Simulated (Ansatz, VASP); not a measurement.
# Sb in VASP and in Ansatz

```
CELL_PARAMETERS angstrom
4.04183 0.00000 0.00000
-2.02092 3.50033 0.00000
0.00000 0.00000 27.10000
ATOMIC_POSITIONS crystal
Sb 0.33333 0.66667 0.25858
Sb 0.66667 0.33333 0.31891
```

Alike in both runs: functional PBEsol; k mesh 12 × 12 × 1; occupations gaussian, width 0.03 eV; no spin polarisation.

Ansatz relaxed the structure, and its values are those at the end. VASP's run is a single point on that final structure, the one shown.

|  | VASP | Ansatz |
| --- | --- | --- |
| version | VASP 6.6.1 | Ansatz 0.2.0 |
| potentials or method | VASP PAW PBE potentials, release 64 (Sb_d_GW), cutoff 400 eV | scalar-relativistic, plane waves, PAW |
| valence electrons in the cell | 30 | 30 |

|  | VASP | Ansatz | Ansatz less VASP |
| --- | --- | --- | --- |
| gap on the k mesh at the Fermi level (eV) | 1.15 | 1.15 | -0.002 |
| least direct gap on the mesh (eV) | 1.68 | 1.68 | +0.001 |

VASP's potentials were made for PBE, not for PBEsol, and Ansatz warns of the same on its side. With one functional, cell and mesh, what is left measures potentials, basis and numerics. Ansatz's warnings: slab cell height set, structure snapped to symmetry.

Neither program's run includes spin-orbit coupling.
